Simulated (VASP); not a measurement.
Wanted: the native input for a VASP 6.6.1 run.

* Task: single point
* Functional: PBEsol
* Potentials or basis: VASP PAW PBE potentials, release 64 (Ti_sv)
* Cutoff: 520 eV
* k mesh: 18 × 18 × 18
* Occupations: fermi-dirac, width 0.1 eV
* Spin: no spin polarisation
* Dipole correction: no
* Further INCAR settings: ALGO = Normal; EDIFF = 1e-07; NBANDS = 12

The structure of Ti lies in POSCAR:

```
Ti
1.0
   -1.5046324014      1.5046324014      1.5046324014
    1.5046324014     -1.5046324014      1.5046324014
    1.5046324014      1.5046324014     -1.5046324014
Ti
1
Direct
    0.0000000000      0.0000000000      0.0000000000
```

One way to write it, as run:

INCAR

```
SYSTEM = Ti
ALGO     = Normal         ! electronic algorithm
EDIFF    = 1E-7           ! SCF threshold, eV
ENCUT    = 520            ! plane-wave cutoff, eV
GGA      = PS             ! functional
ISIF     = 2              ! what is computed and relaxed
ISMEAR   = -1             ! smearing method
LASPH    = .True.         ! aspherical terms in the spheres
LCHARG   = .False.        ! write CHGCAR
LREAL    = .False.        ! projectors in reciprocal space
LWAVE    = .False.        ! write WAVECAR
NBANDS   = 12             ! bands
NELM     = 100            ! most SCF steps
PREC     = Accurate       ! precision mode
SIGMA    = 0.1            ! smearing width, eV
```

KPOINTS

```
k-points
0
Gamma
  18 18 18
  0 0 0
```

Potentials or basis: VASP PAW PBE potentials, release 64 (Ti_sv).

Launch:

```sh
$ cat potpaw_PBE.64/Ti_sv/POTCAR > POTCAR
$ mpirun -np 1 vasp_std > vasp.out
```

It gave:

```
Pressure               : 29.3 GPa
Band gap on the k mesh : zero (band 6 reaches 11.89 eV, above the bottom of band 7 at 9.95 eV)
```

Caveat: the PAW data sets were made with another functional, which shifts forces and pressure a little.

Wall time 61 s on 1 thread of AMD EPYC 7R13, on a shared host, peak memory 0.12 GiB.
